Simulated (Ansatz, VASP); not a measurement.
## Two plane-wave programs on MgO2

```
Mg O
1.0
     1.64488    0.94967    3.66868
    -1.64488    0.94967    3.66868
     0.00000   -1.89934    3.66868
Mg O
1 2
Direct
  0.00000 0.00000 0.00000
  0.42879 0.42879 0.42879
  0.57121 0.57121 0.57121
```

Change from the starting cell: strain +0.025 along x and y, +0.050 along z, atoms carried along.

Alike in both runs: task single point; functional PBEsol; k mesh 12 × 12 × 12; occupations gaussian, width 0.05 eV; no spin polarisation.

|  | VASP | Ansatz |
| --- | --- | --- |
| version | VASP 6.6.1 | Ansatz 0.2.0 |
| potentials or method | VASP PAW PBE potentials, release 64 (Mg, O), cutoff 520 eV | scalar-relativistic, plane waves, PAW |
| valence electrons in the cell | 14 | 22 |

Ansatz gave:

| Item | Value |
| --- | --- |
| gap on the k mesh at the Fermi level (eV) | 1.38 |
| least direct gap on the mesh (eV) | 1.38 |
| pressure (GPa) | -15.1 |
| traceless stress, the component that is largest in VASP (GPa) | -11.03 |
| rms of the force components (eV/Å) | 0.473 |

**Question.** What did VASP give for the same quantities?

**Answer.** gap on the k mesh at the Fermi level (eV): 1.36; least direct gap on the mesh (eV): 1.36; pressure (GPa): -15.5; traceless stress, the component that is largest in VASP (GPa): -10.43; rms of the force components (eV/Å): 0.421.

VASP's potentials were made for PBE, not for PBEsol. Atom by atom the forces differ by 0.052 eV/Å (rms over components). VASP's potentials hold 14 valence electrons a cell and Ansatz's 22, so a difference there can come from the potentials and not from the codes.
